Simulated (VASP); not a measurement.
# TiO2 (Fm-3m) in VASP: further runs

TiO2 is run at these levels: r2SCAN; tasks: single point.

All numbers are computed with VASP 6.6.1; they aren't measurements. Logs are shortened: lines on timing, memory, paths and dates and some standing lists are left out, and cuts for length are marked.

### 1 The cell of the first run

It takes space group Fm-3m (No. 225, cubic). Conventional cell: a = 4.794 Å, b = 4.794 Å, c = 4.794 Å, α = 90.00°, β = 90.00°, γ = 90.00°. Ti (site symmetry m-3m) has 8 O at 2.08 Å within 2.7 Å. O (site symmetry -43m) has 4 Ti at 2.08 Å and 6 O at 2.40 Å within 2.7 Å.

### 2 Single point, r2SCAN

The input, POSCAR:

```
TiO2
1.0
    0.0000000000      2.3968272579      2.3968272579
    2.3968272579      0.0000000000      2.3968272579
    2.3968272579      2.3968272579      0.0000000000
Ti O
1 2
Direct
    0.0000000000      0.0000000000      0.0000000000
    0.2500000000      0.2500000000      0.2500000000
    0.7500000000      0.7500000000      0.7500000000
```

The input, INCAR.step1:

```
SYSTEM = TiO2
ALGO = Normal
EDIFF = 1E-4
ENCUT = 520
GGA = PE
ISMEAR = 1
LASPH = .TRUE.
LCHARG = .FALSE.
LREAL = .FALSE.
LWAVE = .TRUE.
NBANDS = 19
NELM = 80
PREC = Accurate
SIGMA = 0.2
```

The input, INCAR.step2:

```
SYSTEM = TiO2
ALGO = Normal
EDIFF = 1E-7
ENCUT = 520
ISIF = 2
ISMEAR = 1
ISTART = 1
LASPH = .TRUE.
LCHARG = .TRUE.
LELF = .TRUE.
LMIXTAU = .TRUE.
LREAL = .FALSE.
LVHAR = .TRUE.
LWAVE = .FALSE.
METAGGA = R2SCAN
NBANDS = 19
NELM = 80
PREC = Accurate
SIGMA = 0.2
```

The input, KPOINTS:

```
k-points
0
G
  6 6 6
  0 0 0
```

Potentials or basis: VASP PAW PBE potentials, release 64 (Ti_sv, O).

Run with:

```bash
cat potpaw_PBE.64/Ti_sv/POTCAR potpaw_PBE.64/O/POTCAR > POTCAR
cp INCAR.step1 INCAR
mpirun -np 1 vasp_std > vasp.out
cp INCAR.step2 INCAR
mpirun -np 1 vasp_std > vasp.out
```

OUTCAR:

```text
SYSTEM = TiO2
   EDIFF = 1E-7
   ENCUT = 520
   ISIF = 2
   ISMEAR = 1
   ISTART = 1
   LASPH = .TRUE.
   LREAL = .FALSE.
   METAGGA = R2SCAN
   NELM = 80
   PREC = Accurate

 ion  position               nearest neighbor table
   1  0.000  0.000  0.000-   3 2.08   3 2.08   3 2.08   2 2.08   3 2.08   2 2.08   2 2.08   2 2.08

   2  0.250  0.250  0.250-   1 2.08   1 2.08   1 2.08   1 2.08
   3  0.750  0.750  0.750-   1 2.08   1 2.08   1 2.08   1 2.08

  LATTYP: Found a face centered cubic cell.
 ALAT       =     4.7936545158

  Lattice vectors:

 A1 = (   0.0000000000,   2.3968272579,   2.3968272579)
 A2 = (   2.3968272579,   0.0000000000,   2.3968272579)
 A3 = (   2.3968272579,   2.3968272579,   0.0000000000)

Analysis of symmetry for initial positions (statically):
[... 33 lines left out ...]
                                     Primitive cell

  volume of cell :      27.5385

  direct lattice vectors                    reciprocal lattice vectors
     0.000000000  2.396827258  2.396827258    -0.208609110  0.208609110  0.208609110
     2.396827258  0.000000000  2.396827258     0.208609110 -0.208609110  0.208609110
     2.396827258  2.396827258  0.000000000     0.208609110  0.208609110 -0.208609110

  length of vectors
     3.389625615  3.389625615  3.389625615     0.361321577  0.361321577  0.361321577

  position of ions in fractional coordinates (direct lattice)
     0.000000000  0.000000000  0.000000000
     0.250000000  0.250000000  0.250000000
     0.750000000  0.750000000  0.750000000

  ion indices of the primitive-cell ions
   primitive index   ion index
                 1           1
                 2           2
                 3           3

----------------------------------------------------------------------------------------

 KPOINTS: k-points

Automatic generation of k-mesh.
 Grid dimensions read from file:
 generate k-points for:    6    6    6

 Generating k-lattice:

  Cartesian coordinates                     Fractional coordinates (reciprocal lattice)
    -0.034768185  0.034768185  0.034768185     0.166666667  0.000000000  0.000000000
     0.034768185 -0.034768185  0.034768185     0.000000000  0.166666667  0.000000000
     0.034768185  0.034768185 -0.034768185     0.000000000  0.000000000  0.166666667

  Length of vectors
     0.060220263  0.060220263  0.060220263

  Shift w.r.t. Gamma in fractional coordinates (k-lattice)
     0.000000000  0.000000000  0.000000000

 Subroutine IBZKPT returns following result:
 ===========================================

 Found     16 irreducible k-points:

 Following reciprocal coordinates:
            Coordinates               Weight
  0.000000  0.000000  0.000000      1.000000
  0.166667  0.000000  0.000000      8.000000
  0.333333  0.000000  0.000000      8.000000
  0.500000  0.000000  0.000000      4.000000
  0.166667  0.166667  0.000000      6.000000
  0.333333  0.166667  0.000000     24.000000
[... 8 lines left out ...]
 -0.333333  0.333333  0.166667     24.000000
 -0.333333  0.500000  0.166667     12.000000
   k-points           NKPTS =     16   k-points in BZ     NKDIM =     16   number of bands    NBANDS=     19
   number of dos      NEDOS =    301   number of ions     NIONS =      3
   total plane-waves  NPLWV =  21952
   dimension x,y,z NGX =    28 NGY =   28 NGZ =   28
   dimension x,y,z NGXF=    56 NGYF=   56 NGZF=   56
   ions per type =               1   2
   NGX,Y,Z   is equivalent  to a cutoff of  13.73, 13.73, 13.73 a.u.
   NGXF,Y,Z  is equivalent  to a cutoff of  27.47, 27.47, 27.47 a.u.
 SYSTEM =  TiO2
   PREC   = accura    normal or accurate (medium, high low for compatibility)
   ISTART =      1    job   : 0-new  1-cont  2-samecut
   ICHARG =      0    charge: 1-file 2-atom 10-const
   ISPIN  =      1    spin polarized calculation?
   LNONCOLLINEAR =      F non collinear calculations
   LSORBIT =      F    spin-orbit coupling
   LASPH  =      T    aspherical Exc in radial PAW
   ENCUT  =  520.0 eV  38.22 Ry    6.18 a.u.   6.30  6.30  6.30*2*pi/ulx,y,z
   NELM   =     80;   NELMIN=  2; NELMDL=  0     # of ELM steps
   EDIFF  = 0.1E-06   stopping-criterion for ELM
   LREAL  =      F    real-space projection
   EDIFFG = 0.1E-05   stopping-criterion for IOM
   NSW    =      0    number of steps for IOM
   IBRION =     -1    ionic relax: 0-MD 1-quasi-New 2-CG
   NFREE  =      0    steps in history (QN), initial steepest desc. (CG)
   ISIF   =      2    stress and relaxation
   ISYM   =      2    0-nonsym 1-usesym 2-fastsym
   POTIM  = 0.5000    time-step for ionic-motion
   TEBEG  =    0.0;   TEEND  =   0.0 temperature during run
   PSTRESS=    0.0 pullay stress
   NELECT =      24.0000    total number of electrons
   NUPDOWN=      -1.0000    fix difference up-down
   EMIN   =  10.00;   EMAX   =-10.00  energy-range for DOS
   EFERMI =   0.00;   METHOD = LEGACY
   ISMEAR =     1;   SIGMA  =   0.20  broadening in eV -4-tet -1-fermi 0-gaus
   EFERMI_NEDOS =   21; number of points for ismear=-14 and -15
   IALGO  =     38    algorithm
   IMIX   =      4    mixing-type and parameters
     AMIX     =   0.40;   BMIX     =  1.00
     AMIX_MAG =   1.60;   BMIX_MAG =  1.00
  volume/ion in A,a.u.               =       9.18        61.95
  Fermi-wavevector in a.u.,A,eV,Ry     =   1.563742  2.955044 33.270189  2.445290
  Thomas-Fermi vector in A             =   2.666469
   LORBIT       =      0    0 simple, 1 ext, 2 COOP (PROOUT), +10 PAW based schemes
   METAGGA = R2SCAN    functional components
   LHFCALC =     F    Hartree Fock is set to
   AEXX    =    0.0000 exact exchange contribution
   IVDW    =     0    specifies the selected vdW correction
   LEPSILON=     F    determine dielectric tensor
   LRPA    =     F    only Hartree local field effects (RPA)
 non-spin polarized calculation
 Methfessel and Paxton  Order N= 1 SIGMA  =   0.20
  energy-cutoff  :      520.00
  volume of cell :       27.54
 maximum number of plane-waves:       754
 NGX is ok and might be reduce to    28
   NGX = 13   NGY = 13   NGZ = 13

 number of electron      23.9999996 magnetization

 Free energy of the ion-electron system (eV)
  ---------------------------------------------------
  ext. energy  EPLUGINS =         0.00000000
  ---------------------------------------------------
  free energy    TOTEN  =       -34.10040212 eV

  energy without entropy =      -34.10132413  energy(sigma->0) =      -34.10070946

 E-fermi :   7.2307     XC(G=0): -13.0578

 val. band max:        7.1245966506   @ k =   0.5000   0.5000   0.0000
 cond. band min:       8.6692925104   @ k =   0.0000   0.0000   0.0000
 fundamental gap:      1.5446958597
 Fermi energy:         7.2307444021

 k-point     1 :       0.0000    0.0000    0.0000
  band No.  band energies     occupation
      1     -52.8777      2.00000
      2     -27.9114      2.00000
      3     -27.9114      2.00000
      4     -27.9113      2.00000
      5     -13.6351      2.00000
      6      -9.8191      2.00000
[... 11 lines left out ...]
     18      15.3989      0.00000
     19      22.1475      0.00000

 k-point     2 :       0.1667    0.0000    0.0000
  band No.  band energies     occupation
      1     -52.8718      2.00000
      2     -27.9791      2.00000
      3     -27.9192      2.00000
      4     -27.9192      2.00000
      5     -13.3134      2.00000
      6     -10.1843      2.00000
[... 11 lines left out ...]
     18      16.3312      0.00000
     19      21.9778      0.00000

 k-point     3 :       0.3333    0.0000    0.0000
  band No.  band energies     occupation
      1     -52.8600      2.00000
      2     -28.1106      2.00000
      3     -27.9347      2.00000
      4     -27.9347      2.00000
      5     -12.5793      2.00000
      6     -10.8881      2.00000
[... 11 lines left out ...]
     18      17.7303      0.00000
     19      22.1754      0.00000

 k-point     4 :       0.5000    0.0000    0.0000
  band No.  band energies     occupation
      1     -52.8540      2.00000
      2     -28.1746      2.00000
      3     -27.9424      2.00000
      4     -27.9424      2.00000
      5     -12.0637      2.00000
      6     -11.3375      2.00000
[... 11 lines left out ...]
     18      17.9044      0.00000
     19      22.8642      0.00000

 k-point     5 :       0.1667    0.1667    0.0000
  band No.  band energies     occupation
      1     -52.8698      2.00000
      2     -27.9842      2.00000
      3     -27.9304      2.00000
      4     -27.9304      2.00000
      5     -13.2042      2.00000
      6     -10.2858      2.00000
[... 11 lines left out ...]
     18      16.3827      0.00000
     19      21.7313      0.00000
[... 158 lines left out ...]
      2     -28.1895      2.00000
      3     -27.9874      2.00000
      4     -27.9874      2.00000
      5     -11.6656      2.00000
      6     -11.3860      2.00000
[... 11 lines left out ...]
     18      19.3734      0.00000
     19      22.2215      0.00000

 k-point    14 :       0.5000    0.3333    0.1667
  band No.  band energies     occupation
      1     -52.8521      2.00000
      2     -28.1157      2.00000
      3     -28.0115      2.00000
      4     -27.9602      2.00000
      5     -12.0599      2.00000
      6     -11.2084      2.00000
[... 11 lines left out ...]
     18      18.5455      0.00000
     19      22.7241      0.00000

 k-point    15 :      -0.3333    0.3333    0.1667
  band No.  band energies     occupation
      1     -52.8481      2.00000
      2     -28.1163      2.00000
      3     -28.0529      2.00000
      4     -27.9713      2.00000
      5     -11.6719      2.00000
      6     -11.4866      2.00000
[... 11 lines left out ...]
     18      18.9910      0.00000
     19      23.5630      0.00000

 k-point    16 :      -0.3333    0.5000    0.1667
  band No.  band energies     occupation
      1     -52.8462      2.00000
      2     -28.1395      2.00000
      3     -28.0385      2.00000
      4     -27.9882      2.00000
      5     -11.6033      2.00000
      6     -11.4639      2.00000
[... 11 lines left out ...]
     18      19.3217      0.00000
     19      23.5177      0.00000

------------------------ aborting loop because EDIFF is reached ----------------------------------------

  FORCE on cell =-STRESS in cart. coord.  units (eV):
  Direction    XX          YY          ZZ          XY          YZ          ZX
  --------------------------------------------------------------------------------------
  -------------------------------------------------------------------------------------
  Total        0.2642996      0.2642996      0.2642996     -0.0000000      0.0000000      0.0000000
  in kB       15.3768342     15.3768342     15.3768342     -0.0000000      0.0000000      0.0000000
  external PRESSURE =      15.3768342 kB  Pullay stress =       0.0000000 kB

 VOLUME and BASIS-vectors are now :
 -----------------------------------------------------------------------------
  energy-cutoff  :      520.00
  volume of cell :       27.54
      direct lattice vectors                 reciprocal lattice vectors
     0.000000000  2.396827258  2.396827258    -0.208609110  0.208609110  0.208609110
     2.396827258  0.000000000  2.396827258     0.208609110 -0.208609110  0.208609110
     2.396827258  2.396827258  0.000000000     0.208609110  0.208609110 -0.208609110

 POSITION                                       TOTAL-FORCE (eV/Angst)
 -----------------------------------------------------------------------------------
      0.00000      0.00000      0.00000         0.000000     -0.000000      0.000000
      1.19841      1.19841      1.19841         0.000000      0.000000      0.000000
      3.59524      3.59524      3.59524        -0.000000     -0.000000     -0.000000
 -----------------------------------------------------------------------------------
    total drift:                                0.000000     -0.000000      0.000000

  FREE ENERGIE OF THE ION-ELECTRON SYSTEM (eV)
  ---------------------------------------------------
  free  energy   TOTEN  =       -34.1004021214 eV

  energy  without entropy=      -34.1013241320  energy(sigma->0) =      -34.10070946
```

Wall time 38 s (1 thread of Intel Xeon Platinum 8488C (Sapphire Rapids), shared host); peak memory 0.16 GiB.

What came out:

* Free energy: -34.1004 eV
* Pressure: 1.5 GPa
* Band gap on the k mesh: 1.54 eV, indirect (least direct gap 2.24 eV)

Levels at points of the mesh, in eV from the valence-band top:
```
           k point  band 8  band 9  band 10  band 11  band 12  band 13  band 14  band 15  band 16  band 17
(0.00, 0.00, 0.00)   -6.19   -6.19    -0.91    -0.91    -0.91     1.54     1.54     5.72     5.72     5.72
(0.50, 0.00, 0.00)   -5.04   -3.49    -3.35    -2.62    -2.62     1.86     1.86     3.16     5.32     5.32
(0.50, 0.50, 0.00)   -4.77   -4.77    -2.15    -2.15     0.00     2.24     2.25     3.19     4.48     4.48
```

Caveat: the PAW data sets were made with another functional, which shifts forces and pressure a little.

### 3 Single point, r2SCAN

POSCAR is that of step 2.

The input, INCAR.step1:

```
ALGO = Normal
EDIFF = 1E-4
ENCUT = 520
GGA = PE
ISMEAR = 0
LASPH = T
LCHARG = F
LREAL = F
LWAVE = T
NBANDS = 19
NELM = 60
PREC = Accurate
SIGMA = 0.2
```

The input, INCAR.step2:

```
ALGO = Normal
EDIFF = 1E-6
ENCUT = 520
ISIF = 2
ISMEAR = 0
ISTART = 1
LASPH = T
LCHARG = F
LMIXTAU = T
LREAL = F
LWAVE = F
METAGGA = R2SCAN
NBANDS = 19
NELM = 60
PREC = Accurate
SIGMA = 0.2
```

The input, KPOINTS:

```
k-points
0
Gamma
  6 6 6
```

Potentials or basis: VASP PAW PBE potentials, release 64 (Ti_sv, O).

Run with:

```bash
cat potpaw_PBE.64/Ti_sv/POTCAR potpaw_PBE.64/O/POTCAR > POTCAR
cp INCAR.step1 INCAR
mpirun -np 1 vasp_std > vasp.out
cp INCAR.step2 INCAR
mpirun -np 1 vasp_std > vasp.out
```

It took 35 s on 1 thread of Intel Xeon Platinum 8488C (Sapphire Rapids), shared host; peak memory 0.16 GiB.

It converged, with:

| Item | Value |
| --- | --- |
| Free energy | -34.1007 eV |
| Pressure | 1.5 GPa |
| Band gap on the k mesh | 1.54 eV, indirect (least direct gap 2.24 eV) |

Levels at points of the mesh, in eV from the valence-band top:
```csv
k point,band 8,band 9,band 10,band 11,band 12,band 13,band 14,band 15,band 16,band 17
"(0.00, 0.00, 0.00)",-6.19,-6.19,-0.91,-0.91,-0.91,1.54,1.54,5.72,5.72,5.72
"(0.50, 0.00, 0.00)",-5.04,-3.49,-3.35,-2.62,-2.62,1.86,1.86,3.16,5.32,5.32
"(0.50, 0.50, 0.00)",-4.77,-4.77,-2.15,-2.15,0.00,2.24,2.25,3.19,4.48,4.48
```

Caveat: the PAW data sets were made with another functional, which shifts forces and pressure a little. r2SCAN opens gaps a little over a GGA but as a rule still falls short of measured ones.

### 4 Single point, r2SCAN

POSCAR is that of step 3.

The input, INCAR.step1:

```
ALGO = Normal
EDIFF = 1E-4
ENCUT = 520
GGA = PE
ISMEAR = -1
LASPH = True
LCHARG = False
LREAL = False
LWAVE = True
NBANDS = 19
NELM = 80
PREC = Accurate
SIGMA = 0.5
```

The input, INCAR.step2:

```
ALGO = Normal
EDIFF = 1E-6
ENCUT = 520
ISIF = 2
ISMEAR = -1
ISTART = 1
LASPH = True
LCHARG = False
LMIXTAU = True
LREAL = False
LWAVE = False
METAGGA = R2SCAN
NBANDS = 19
NELM = 80
PREC = Accurate
SIGMA = 0.5
```

KPOINTS is that of step 3.

Run with:

```bash
cat potpaw_PBE.64/Ti_sv/POTCAR potpaw_PBE.64/O/POTCAR > POTCAR
cp INCAR.step1 INCAR
mpirun -np 1 vasp_std > vasp.out
cp INCAR.step2 INCAR
mpirun -np 1 vasp_std > vasp.out
```

It took 36 s on 1 thread of Intel Xeon Platinum 8488C (Sapphire Rapids), shared host; peak memory 0.16 GiB.

It converged, with:

```
Free energy            : -34.2229 eV
Pressure               : 3.7 GPa
Band gap on the k mesh : 1.73 eV, indirect (least direct gap 2.40 eV)
```

Levels at points of the mesh, in eV from the valence-band top:
```csv
k point,band 10,band 11,band 12,band 13,band 14,band 15
"(0.00, 0.00, 0.00)",-0.91,-0.91,-0.91,1.73,1.73,5.91
"(0.50, 0.00, 0.00)",-3.32,-2.61,-2.61,2.05,2.05,3.38
"(0.50, 0.50, 0.00)",-2.08,-2.08,0.00,2.40,2.45,3.42
```

Caveat: the PAW data sets were made with another functional, which shifts forces and pressure a little. A k mesh can miss the band edges.

(Part 1 of 2 ends here.)
